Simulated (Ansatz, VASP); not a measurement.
## Ba in VASP and in Ansatz

Contents of INCAR:

```
ALGO = Normal
EDIFF = 1E-7
ENCUT = 520
GGA = PS
ISIF = 2
ISMEAR = -1
LASPH = True
LCHARG = True
LELF = True
LREAL = False
LVHAR = True
LWAVE = False
NBANDS = 11
NELM = 100
PREC = Accurate
SIGMA = 0.25
```

The input KPOINTS:

```
k-points
0
Gamma
  7 7 8
```

The input POSCAR:

```
Ba
1.0
    3.9996500000      0.0000000000      0.0000000000
    0.0000000000      3.9996500000      0.0000000000
    0.0000000000      0.0000000000      3.6055390000
Ba
1
Direct
    0.5000000000      0.5000000000      0.5000000000
```

Input for Ansatz:

```yaml
crystal:
  lattice:
    - [3.99965, 0.0, 0.0]
    - [0.0, 3.99965, 0.0]
    - [0.0, 0.0, 3.605539]
  atoms:
    - { symbol: Ba, position: [0.5, 0.5, 0.5] }
basis:
  ecutwfc: 420.0
kpoints:
  mp_grid:
    grid: [7, 7, 8]
hamiltonian:
  xc: pbesol
scf:
  occupations:
    method: fermi_dirac
    width: 0.25
output:
  stress: true
```

Alike in both runs: task single point; functional PBEsol; k mesh 7 × 7 × 8; occupations fermi-dirac, width 0.25 eV; no spin polarisation.

|  | VASP | Ansatz |
| --- | --- | --- |
| version | VASP 6.6.1 | Ansatz 0.2.0 |
| potentials or method | VASP PAW PBE potentials, release 64 (Ba_sv), cutoff 520 eV | plane waves, PAW |
| valence electrons in the cell | 10 | 10 |

|  | VASP | Ansatz | Ansatz less VASP |
| --- | --- | --- | --- |
| pressure (GPa) | 0.3 | 0.1 | -0.19 |
| traceless stress, the component that is largest in VASP (GPa) | 2.18 | 2.08 | -0.108 |

VASP's potentials were made for PBE, not for PBEsol. With one functional, cell and mesh, what is left measures potentials, basis and numerics.

Spin-orbit coupling is off throughout.
